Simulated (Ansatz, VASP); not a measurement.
Two plane-wave programs on Ni

```
Ni
1.0
     2.46825    0.00000    0.00000
    -1.23413    2.13757    0.00000
     0.00000    0.00000    4.10647
Ni
2
Direct
  0.33333 0.66667 0.25000
  0.66667 0.33333 0.75000
```

Alike in both runs: task single point; functional PBEsol; k mesh 16 × 16 × 8; occupations fermi-dirac, width 0.1 eV; collinear spin.

|  | VASP | Ansatz |
| --- | --- | --- |
| version | VASP 6.6.1 | Ansatz 0.2.0 |
| potentials or method | VASP PAW PBE potentials, release 64 (Ni), cutoff 520 eV | plane waves, PAW |
| valence electrons in the cell | 20 | 36 |

Ansatz gave:

```
net moment per atom (μB)                                      : 0.62
size of the moment on the site where the two differ most (μB) : 0.65
```

Task: What did VASP give for the same quantities?

Result: net moment per atom (μB): 0.00; size of the moment on the site where the two differ most (μB): 0.00.

The net moments are unlike, so the other rows may belong to different states. VASP's potentials were made for PBE, not for PBEsol. Site moments also hang on the region over which each program counts them. VASP's potentials hold 20 valence electrons a cell and Ansatz's 36, so a difference there can come from the potentials and not from the codes. Ansatz's warnings: seeded moment not kept, structure snapped to symmetry.
